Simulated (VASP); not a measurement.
# Ti6H in VASP: a series of runs

Ti6H is run at these levels: PBE; tasks: single point.

Everything below comes from runs of VASP 6.6.1. Logs are shortened: lines on timing, memory, paths and dates and some standing lists are left out, and cuts for length are marked.

**1. The cell of the first run**

The cell holds a slab with vacuum, 14 atoms: a = 5.664 Å, b = 4.579 Å, c = 24.551 Å, α = 90.00°, β = 90.00°, γ = 90.00°.

**2. Single point, PBE**

Contents of INCAR:

```
SYSTEM = Ti6H
ALGO = Normal
DIPOL = 0.5 0.5 0.328
EDIFF = 1E-7
ENCUT = 520
GGA = PE
IDIPOL = 3
ISIF = 2
ISMEAR = 0
LASPH = .True.
LCHARG = .False.
LDIPOL = .True.
LREAL = .False.
LWAVE = .False.
NBANDS = 86
NELM = 60
PREC = Accurate
SIGMA = 0.1
```

Contents of KPOINTS:

```
k-points
0
Gamma
  5 6 1
  0 0 0
```

Contents of POSCAR:

```
Ti6H
1.0
    5.6639455763      0.0000000000      0.0000000000
    0.0000000000      4.5793473381      0.0000000000
    0.0000000000      0.0000000000     24.5506933039
Ti H
12 2
Direct
    0.2500000000      0.0000000000      0.1629281891
    0.7500000000      0.0000000000      0.1629281891
    0.0000000000      0.5000000000      0.2167736627
    0.5000000000      0.5000000000      0.2167736627
    0.2500000000      0.0000000000      0.2706191363
    0.7500000000      0.0000000000      0.2706191363
    0.2500000000      0.5000000000      0.3256599435
    0.7500000000      0.5000000000      0.3256599435
    0.0000000000      0.0000000000      0.3779650127
    0.5000000000      0.0000000000      0.3779650127
    0.2500000000      0.5000000000      0.4297513383
    0.7500000000      0.5000000000      0.4297513383
   -0.0811271920      0.0000000000      0.5132520352
    0.0811271920      0.0000000000      0.5132520352
```

Potentials or basis: VASP PAW PBE potentials, release 64 (Ti_sv, H).

Started as:

```bash
$ cat potpaw_PBE.64/Ti_sv/POTCAR potpaw_PBE.64/H/POTCAR > POTCAR
$ mpirun -np 1 vasp_std > vasp.out
```

OUTCAR:

```text
SYSTEM = Ti6H
   EDIFF = 1E-7
   ENCUT = 520
   GGA = PE
   ISIF = 2
   ISMEAR = 0
   LASPH = .True.
   LREAL = .False.
   NELM = 60
   PREC = Accurate

 ion  position               nearest neighbor table
   1  0.250  0.000  0.163-   5 2.64   2 2.83   2 2.83
   2  0.750  0.000  0.163-   6 2.64   1 2.83   1 2.83
   3  0.000  0.500  0.217-   4 2.83   4 2.83
   4  0.500  0.500  0.217-   3 2.83   3 2.83
   5  0.250  0.000  0.271-   1 2.64   7 2.66   7 2.66   6 2.83   6 2.83
   6  0.750  0.000  0.271-   2 2.64   8 2.66   8 2.66   5 2.83   5 2.83
   7  0.250  0.500  0.326-  11 2.56   5 2.66   5 2.66   8 2.83   8 2.83
   8  0.750  0.500  0.326-  12 2.56   6 2.66   6 2.66   7 2.83   7 2.83
   9  0.000  0.000  0.378-  10 2.83  10 2.83
  10  0.500  0.000  0.378-   9 2.83   9 2.83
  11  0.250  0.500  0.430-   7 2.56  12 2.83  12 2.83
  12  0.750  0.500  0.430-   8 2.56  11 2.83  11 2.83
  13  0.919  0.000  0.513-
  14  0.081  0.000  0.513-

  LATTYP: Found a simple orthorhombic cell.
 ALAT       =     4.5793473381
 B/A-ratio  =     1.2368455935
 C/A-ratio  =     5.3611773668

  Lattice vectors:

 A1 = (   0.0000000000,  -4.5793473381,   0.0000000000)
 A2 = (   5.6639455763,   0.0000000000,   0.0000000000)
 A3 = (   0.0000000000,   0.0000000000,  24.5506933039)

Analysis of symmetry for initial positions (statically):
=====================================================================
 Subroutine PRICEL returns:
 Original cell was already a primitive cell.

 Routine SETGRP: Setting up the symmetry group for a
 simple orthorhombic supercell.

 Subroutine GETGRP returns: Found  4 space group operations
 (whereof  4 operations were pure point group operations)
 out of a pool of  8 trial point group operations.

The static configuration has the point symmetry C_2v.

Analysis of symmetry for dynamics (positions and initial velocities):
=====================================================================
 Subroutine PRICEL returns:
 Original cell was already a primitive cell.

 Routine SETGRP: Setting up the symmetry group for a
 simple orthorhombic supercell.

 Subroutine GETGRP returns: Found  4 space group operations
 (whereof  4 operations were pure point group operations)
 out of a pool of  8 trial point group operations.

The dynamic configuration has the point symmetry C_2v.

 Subroutine INISYM returns: Found  4 space group operations
 (whereof  4 operations are pure point group operations),
 and found     1 'primitive' translations

----------------------------------------------------------------------------------------

                                     Primitive cell

  volume of cell :     636.7756

  direct lattice vectors                    reciprocal lattice vectors
     5.663945576  0.000000000  0.000000000     0.176555369  0.000000000  0.000000000
     0.000000000  4.579347338  0.000000000     0.000000000  0.218371730  0.000000000
     0.000000000  0.000000000 24.550693304     0.000000000  0.000000000  0.040732047

  length of vectors
     5.663945576  4.579347338 24.550693304     0.176555369  0.218371730  0.040732047

  position of ions in fractional coordinates (direct lattice)
     0.250000000  0.000000000  0.162928189
     0.750000000  0.000000000  0.162928189
     0.000000000  0.500000000  0.216773663
     0.500000000  0.500000000  0.216773663
     0.250000000  0.000000000  0.270619136
     0.750000000  0.000000000  0.270619136
     0.250000000  0.500000000  0.325659943
     0.750000000  0.500000000  0.325659943
     0.000000000  0.000000000  0.377965013
     0.500000000  0.000000000  0.377965013
     0.250000000  0.500000000  0.429751338
     0.750000000  0.500000000  0.429751338
     0.918872808  0.000000000  0.513252035
     0.081127192  0.000000000  0.513252035

  ion indices of the primitive-cell ions
   primitive index   ion index
                 1           1
                 2           2
                 3           3
[... 26 lines left out ...]

  Length of vectors
     0.035311074  0.036395288  0.040732047

  Shift w.r.t. Gamma in fractional coordinates (k-lattice)
     0.000000000  0.000000000  0.000000000

 Subroutine IBZKPT returns following result:
 ===========================================

 Found     12 irreducible k-points:

 Following reciprocal coordinates:
            Coordinates               Weight
  0.000000  0.000000  0.000000      1.000000
  0.200000  0.000000  0.000000      2.000000
  0.400000  0.000000  0.000000      2.000000
  0.000000  0.166667  0.000000      2.000000
  0.200000  0.166667  0.000000      4.000000
  0.400000  0.166667  0.000000      4.000000
  0.000000  0.333333  0.000000      2.000000
  0.200000  0.333333  0.000000      4.000000
  0.400000  0.333333  0.000000      4.000000
  0.000000  0.500000  0.000000      1.000000
  0.200000  0.500000  0.000000      2.000000
  0.400000  0.500000  0.000000      2.000000
   k-points           NKPTS =     12   k-points in BZ     NKDIM =     12   number of bands    NBANDS=     86
   number of dos      NEDOS =    301   number of ions     NIONS =     14
   total plane-waves  NPLWV = 290304
   dimension x,y,z NGX =    42 NGY =   36 NGZ =  192
   dimension x,y,z NGXF=    84 NGYF=   72 NGZF=  384
   ions per type =              12   2
   NGX,Y,Z   is equivalent  to a cutoff of  12.33, 13.07, 13.00 a.u.
   NGXF,Y,Z  is equivalent  to a cutoff of  24.66, 26.14, 26.00 a.u.
 SYSTEM =  Ti6H
   PREC   = accura    normal or accurate (medium, high low for compatibility)
   ISTART =      0    job   : 0-new  1-cont  2-samecut
   ICHARG =      2    charge: 1-file 2-atom 10-const
   ISPIN  =      1    spin polarized calculation?
   LNONCOLLINEAR =      F non collinear calculations
   LSORBIT =      F    spin-orbit coupling
   LASPH  =      T    aspherical Exc in radial PAW
   ENCUT  =  520.0 eV  38.22 Ry    6.18 a.u.  10.53  8.51 45.65*2*pi/ulx,y,z
   NELM   =     60;   NELMIN=  2; NELMDL= -5     # of ELM steps
   EDIFF  = 0.1E-06   stopping-criterion for ELM
   LREAL  =      F    real-space projection
   EDIFFG = 0.1E-05   stopping-criterion for IOM
   NSW    =      0    number of steps for IOM
   IBRION =     -1    ionic relax: 0-MD 1-quasi-New 2-CG
   NFREE  =      0    steps in history (QN), initial steepest desc. (CG)
   ISIF   =      2    stress and relaxation
   ISYM   =      2    0-nonsym 1-usesym 2-fastsym
   POTIM  = 0.5000    time-step for ionic-motion
   TEBEG  =    0.0;   TEEND  =   0.0 temperature during run
   PSTRESS=    0.0 pullay stress
   NELECT =     146.0000    total number of electrons
   NUPDOWN=      -1.0000    fix difference up-down
   EMIN   =  10.00;   EMAX   =-10.00  energy-range for DOS
   EFERMI =   0.00;   METHOD = LEGACY
   ISMEAR =     0;   SIGMA  =   0.10  broadening in eV -4-tet -1-fermi 0-gaus
   EFERMI_NEDOS =   21; number of points for ismear=-14 and -15
   IALGO  =     38    algorithm
   IMIX   =      4    mixing-type and parameters
     AMIX     =   0.40;   BMIX     =  1.00
     AMIX_MAG =   1.60;   BMIX_MAG =  1.00
  volume/ion in A,a.u.               =      45.48       306.94
  Fermi-wavevector in a.u.,A,eV,Ry     =   1.001991  1.893488 13.660047  1.003985
  Thomas-Fermi vector in A             =   2.134449
   LORBIT       =      0    0 simple, 1 ext, 2 COOP (PROOUT), +10 PAW based schemes
   GGA     = PE    functional components
   LHFCALC =     F    Hartree Fock is set to
   AEXX    =    0.0000 exact exchange contribution
   IVDW    =     0    specifies the selected vdW correction
   LEPSILON=     F    determine dielectric tensor
   LRPA    =     F    only Hartree local field effects (RPA)
 non-spin polarized calculation
 Gauss-broadening in eV      SIGMA  =   0.10
  energy-cutoff  :      520.00
  volume of cell :      636.78
 maximum number of plane-waves:     17211
 NGX is ok and might be reduce to    42
   NGX = 21   NGY = 17   NGZ = 91

 dipolmoment           0.000000      0.000000      0.445201 electrons x Angstroem

 number of electron     146.0000058 magnetization

 dipolmoment           0.000000      0.000000     -0.013754 electrons x Angstroem

 Free energy of the ion-electron system (eV)
  ---------------------------------------------------
  ext. energy  EPLUGINS =         0.00000000
  ---------------------------------------------------
  free energy    TOTEN  =       -93.15089492 eV

  energy without entropy =      -93.05352128  energy(sigma->0) =      -93.10220810

 E-fermi :   0.6134     XC(G=0):  -4.8009

 val. band max:        0.6012848543   @ k =   0.2000   0.1667   0.0000
 cond. band min:       0.6333257425   @ k =   0.4000   0.5000   0.0000
 fundamental gap:      0.0320408882
 Fermi energy:         0.6133662572

 k-point     1 :       0.0000    0.0000    0.0000
  band No.  band energies     occupation
      1     -56.3665      2.00000
      2     -56.3089      2.00000
      3     -56.3059      2.00000
      4     -56.2424      2.00000
      5     -56.2356      2.00000
      6     -56.2136      2.00000
[... 1045 lines left out ...]
     84       1.1752      0.00000
     85       1.1851      0.00000
 [bands above 85 left out]

------------------------ aborting loop because EDIFF is reached ----------------------------------------

 vacuum level on the upper side and lower side of the slab       (xc-potential included)        -0.057         0.033

  FORCE on cell =-STRESS in cart. coord.  units (eV):
  Direction    XX          YY          ZZ          XY          YZ          ZX
  --------------------------------------------------------------------------------------
  -------------------------------------------------------------------------------------
  Total       -8.7137691    -11.2863490     -1.8926404      0.0000000      0.0000000      0.0000000
  in kB      -21.9245259    -28.3973385     -4.7620315      0.0000000      0.0000000      0.0000000
  external PRESSURE =     -18.3612986 kB  Pullay stress =       0.0000000 kB

 VOLUME and BASIS-vectors are now :
 -----------------------------------------------------------------------------
  energy-cutoff  :      520.00
  volume of cell :      636.78
      direct lattice vectors                 reciprocal lattice vectors
     5.663945576  0.000000000  0.000000000     0.176555369  0.000000000  0.000000000
     0.000000000  4.579347338  0.000000000     0.000000000  0.218371730  0.000000000
     0.000000000  0.000000000 24.550693304     0.000000000  0.000000000  0.040732047

 POSITION                                       TOTAL-FORCE (eV/Angst)
 -----------------------------------------------------------------------------------
      1.41599      0.00000      4.00000         0.000116      0.000000      0.390081
      4.24796      0.00000      4.00000        -0.000116     -0.000000      0.390081
      0.00000      2.28967      5.32194         0.000000      0.000000     -0.019755
      2.83197      2.28967      5.32194         0.000000      0.000000     -0.012970
      1.41599      0.00000      6.64389         0.022304      0.000000     -0.355636
      4.24796      0.00000      6.64389        -0.022304     -0.000000     -0.355636
      1.41599      2.28967      7.99518        -0.000778      0.000000      0.021089
      4.24796      2.28967      7.99518         0.000778      0.000000      0.021089
      0.00000      0.00000      9.27930         0.000000      0.000000     -0.031598
      2.83197      0.00000      9.27930         0.000000      0.000000      0.002230
      1.41599      2.28967     10.55069         0.123236      0.000000     -0.129929
      4.24796      2.28967     10.55069        -0.123236     -0.000000     -0.129929
      5.20445      0.00000     12.60069         3.046449      0.000000      0.105443
      0.45950      0.00000     12.60069        -3.046449      0.000000      0.105443
 -----------------------------------------------------------------------------------
    total drift:                                0.000000      0.000000     -0.000229

  FREE ENERGIE OF THE ION-ELECTRON SYSTEM (eV)
  ---------------------------------------------------
  free  energy   TOTEN  =       -93.1508949230 eV

  energy  without entropy=      -93.0535212808  energy(sigma->0) =      -93.10220810

 vacuum level on the upper side and lower side of the slab         3.892         3.958
```

Wall time 33 min (1 thread of Intel Xeon 6975P-C (Granite Rapids), shared host); peak memory 0.87 GiB.

Results:

| Quantity | Value |
| --- | --- |
| Free energy | -93.1509 eV |
| Largest force | 3.048 eV/Å |
| Band gap on the k mesh | zero (band 73 reaches 0.66 eV, above the bottom of band 74 at 0.53 eV) |

Forces in eV/Å, atoms in the order of the input:
```
Ti   0.000  0.000  0.390
Ti   0.000  0.000  0.390
Ti   0.000  0.000 -0.020
Ti   0.000  0.000 -0.013
Ti   0.022  0.000 -0.356
Ti  -0.022  0.000 -0.356
Ti  -0.001  0.000  0.021
Ti   0.001  0.000  0.021
Ti   0.000  0.000 -0.032
Ti   0.000  0.000  0.002
Ti   0.123  0.000 -0.130
Ti  -0.123  0.000 -0.130
H    3.046  0.000  0.105
H   -3.046  0.000  0.105
```

[end of part 1 of 2]
